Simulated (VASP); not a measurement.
A run of VASP 6.6.1:

File INCAR:

```
SYSTEM = La
PREC = Accurate
ENCUT = 520
EDIFF = 1E-6
ISMEAR = -1
SIGMA = 0.1
LREAL = .False.
LASPH = .True.
NELM = 100
ALGO = Normal
ISIF = 2
LWAVE = .False.
LCHARG = .False.
GGA = PE
NBANDS = 18
```

KPOINTS

```
regular mesh
0
Gamma
  13 13 13
  0 0 0
```

POSCAR

```
La
1.0
   -2.8916570926      2.8916570926      1.7649251733
    2.8916570926     -2.8916570926      1.7649251733
    2.8916570926      2.8916570926     -1.7649251733
La
2
Direct
   -0.3750000000     -0.1250000000     -0.2500000000
    0.3750000000      0.1250000000      0.2500000000
```

Potentials or basis: VASP PAW PBE potentials, release 64 (La).

Run with:

```console
$ cat potpaw_PBE.64/La/POTCAR > POTCAR
$ mpirun -np 1 vasp_std > vasp.out
```

Hardware: 1 thread of Oxide Virtual Turin-like Processor, with other jobs on the host.

Question: Estimate the wall time of this run.

Answer: Run time: 7.3 min on 1 thread of Oxide Virtual Turin-like Processor, on a shared host, peak memory 0.33 GiB. Counts: scf iterations 12, k points 196.
